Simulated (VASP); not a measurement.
Pd:

```xyz
1
Lattice="0.0000 1.9559 1.9559 1.9559 0.0000 1.9559 1.9559 1.9559 0.0000" Properties=species:S:1:pos:R:3 pbc="T T T"
Pd    0.0000    0.0000    0.0000
```

Base run:

* Program: VASP 6.6.1
* Functional: r2SCAN
* Potentials or basis: VASP PAW PBE potentials, release 64 (Pd)
* Cutoff: 520 eV
* k mesh: 14 × 14 × 14
* Occupations: fermi-dirac, width 0.2 eV
* Spin: no spin polarisation

Its results: band gap on the k mesh zero (band 5 reaches 9.67 eV, above the bottom of band 6 at 8.02 eV); pressure 1.2 GPa.

The run is repeated on the same cell with these changes: occupations from fermi-dirac, width 0.2 eV to fermi-dirac, width 0.3 eV. What comes out?

Band gap on the k mesh zero (band 5 reaches 9.66 eV, above the bottom of band 6 at 8.02 eV); pressure 2.0 GPa.

Caveats: the PAW data sets were made with another functional, which shifts forces and pressure a little.
